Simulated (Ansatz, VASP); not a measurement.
# One calculation of TaN, two programs

The input INCAR:

```
  PREC = Accurate
  ENCUT = 520
  EDIFF = 1E-6
  ISMEAR = 0
  SIGMA = 0.15
  LREAL = F
  LASPH = T
  NELM = 100
  ALGO = Normal
  ISIF = 2
  LWAVE = F
  LCHARG = T
  GGA = PE
  LELF = T
  LVHAR = T
  NBANDS = 24
```

KPOINTS

```
Automatic mesh
0
Gamma
  15 15 8
```

The input POSCAR:

```
TaN
1.0
    2.9947808983      0.0000000000      0.0000000000
   -1.4973904492      2.5935563367      0.0000000000
    0.0000000000      0.0000000000      5.9142266377
Ta N
2 2
Direct
   -0.0171414877      0.0000000000      0.0000000000
    0.0171414877      0.0000000000      0.5000000000
    0.3333333333      0.6666666667      0.2500000000
    0.6666666667      0.3333333333      0.7500000000
```

Input for Ansatz:

```yaml
crystal:
  lattice:
    - [2.9947808983, 0.0, 0.0]
    - [-1.4973904492, 2.5935563367, 0.0]
    - [0.0, 0.0, 5.9142266377]
  atoms:
    - { symbol: Ta, position: [-0.0171414877, 0.0, 0.0] }
    - { symbol: Ta, position: [0.0171414877, 0.0, 0.5] }
    - { symbol: "N", position: [0.3333333333, 0.6666666667, 0.25] }
    - { symbol: "N", position: [0.6666666667, 0.3333333333, 0.75] }
basis:
  ecutwfc: 520.0
kpoints:
  mp_grid: { grid: [15, 15, 8] }
hamiltonian:
  xc: pbe
  pseudopotentials: { kind: paw, azcp: { folder: soft_1 } }
scf:
  occupations: { method: gaussian, width: 0.15 }
output:
  forces: true
  stress: true
  eigenvalues: true
```

Change from the starting cell: mode 4 frozen in at -0.050 Å, equal normal strain along x and y +0.0267.

Alike in both runs: task single point; functional PBE; k mesh 15 × 15 × 8; occupations gaussian, width 0.15 eV; no spin polarisation.

|  | VASP | Ansatz |
| --- | --- | --- |
| version | VASP 6.6.1 | Ansatz 0.2.0 |
| potentials or method | VASP PAW PBE potentials, release 64 (Ta_pv, N), cutoff 520 eV | scalar-relativistic, plane waves, PAW |
| valence electrons in the cell | 32 | 36 |

```tsv
	VASP	Ansatz	Ansatz less VASP
gap on the k mesh at the Fermi level (eV)	none	none	-
pressure (GPa)	-13.6	-14.2	-0.59
traceless stress, the component that is largest in VASP (GPa)	7.83	7.77	-0.067
rms of the force components (eV/Å)	0.234	0.233	-0.0011
```

Atom by atom the forces differ by 0.001 eV/Å (rms over components). A gap of «none» marks a metal or a gap that the smearing closes. VASP's potentials hold 32 valence electrons a cell and Ansatz's 36, so a difference there can come from the potentials and not from the codes.

Spin-orbit coupling is off throughout.
